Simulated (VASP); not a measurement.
Runs of VASP 6.6.1 on Cd. The structure is that of space group P6/mmm (No. 191), or close to it. The cells are those of the table. This isn't the form of Cd at room conditions, which is hcp.

```csv
task,cell,cutoff (eV),gap on the mesh (eV),pressure (GPa)
single point,"a = 3.040, b = 3.040, c = 3.155 Å, angles 90.0, 90.0, 120.0°, 1 atom",520,none,(a)
relaxation of shape and atoms at fixed volume,"relaxed from a = 2.673, b = 2.673, c = 2.775 Å, angles 90.0, 90.0, 120.0°, 1 atom",600,none,40.4
relaxation of shape and atoms at fixed volume,"relaxed from a = 2.774, b = 2.774, c = 2.879 Å, angles 90.0, 90.0, 120.0°, 1 atom",600,none,21.2
single point,"a = 2.969, b = 2.969, c = 3.042 Å, angles 90.0, 90.0, 120.0°, 1 atom",520,none,4.0
relaxation of shape and atoms at fixed volume,"relaxed from a = 2.564, b = 2.564, c = 2.661 Å, angles 90.0, 90.0, 120.0°, 1 atom",600,none,75.6
relaxation of shape and atoms at fixed volume,"relaxed from a = 2.329, b = 2.329, c = 2.418 Å, angles 90.0, 90.0, 120.0°, 1 atom",600,none,261.3
relaxation of cell and atoms,"relaxed from a = 3.091, b = 3.091, c = 2.905 Å, angles 90.0, 90.0, 120.0°, 1 atom",600,none,0.0
single point,"a = 2.890, b = 2.890, c = 2.932 Å, angles 90.0, 90.0, 120.0°, 1 atom",520,none,10.4
relaxation of shape and atoms at fixed volume,"relaxed from a = 2.868, b = 2.868, c = 2.977 Å, angles 90.0, 90.0, 120.0°, 1 atom",600,none,10.2
relaxation of shape and atoms at fixed volume,"relaxed from a = 2.957, b = 2.957, c = 3.069 Å, angles 90.0, 90.0, 120.0°, 1 atom",600,none,3.9
```

Alike in all rows: level PBE; potentials or basis VASP PAW PBE potentials, release 64 (Cd); no spin polarisation; k mesh 14 × 14 × 13; smearing fermi-dirac 0.1 eV.

Problem. Estimate the missing entries.

Solution. (a) 0.2.

Caveats: the cell stands under pressure (at least some runs).

A k mesh can miss the band edges, and the runs leave out spin-orbit coupling on Cd.

A gap of «none» marks levels without a gap at the run's occupations.
